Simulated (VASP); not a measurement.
SiC, 8 atoms in the cell. Symmetry: P3m1, No. 156, trigonal system. The conventional cell has a = 3.094 Å, b = 3.094 Å, c = 12.129 Å, α = 90.00°, β = 90.00°, γ = 120.00°. Si (site symmetry 3m) has 3 C at 1.90 Å within 2.5 Å. Within 2.5 Å of Si (site symmetry 3m) lie 4 C at 1.90 Å. Within 2.5 Å of Si (site symmetry 3m) lie 4 C at 1.89 to 1.90 Å. Within 2.5 Å of Si (site symmetry 3m) lie 4 C at 1.89 to 1.90 Å. Within 2.5 Å of C (site symmetry 3m) lie 3 Si at 1.89 Å. C (site symmetry 3m) has 4 Si at 1.89 to 1.90 Å within 2.5 Å. C (site symmetry 3m) has 4 Si at 1.90 Å within 2.5 Å. Within 2.5 Å of C (site symmetry 3m) lie 4 Si at 1.90 Å. 

```yaml
Program: VASP 6.6.1
Task: single point
Functional: PBE
Potentials_or_basis: VASP PAW PBE potentials, release 64 (Si, C)
Cutoff: 520 eV
k_mesh: 10 × 10 × 3
Occupations: gaussian, width 0.05 eV
Spin: no spin polarisation
Dipole_correction: no
Further_INCAR_settings: ALGO = Normal; EDIFF = 1e-06; NBANDS = 26
```

Potentials or basis: VASP PAW PBE potentials, release 64 (Si, C).

Launch:

```console
$ cat potpaw_PBE.64/Si/POTCAR potpaw_PBE.64/C/POTCAR > POTCAR
$ mpirun -np 1 vasp_std > vasp.out
```

Hardware: 1 thread of Intel(R) Xeon(R) 6975P-C (Granite Rapids), on a shared host.

Problem. How long does it take, and how much memory?

Solution. Run time: 63 s on 1 thread of Intel(R) Xeon(R) 6975P-C (Granite Rapids) (shared host), peak memory 0.24 GiB. Counts: scf iterations 19, k points 36.
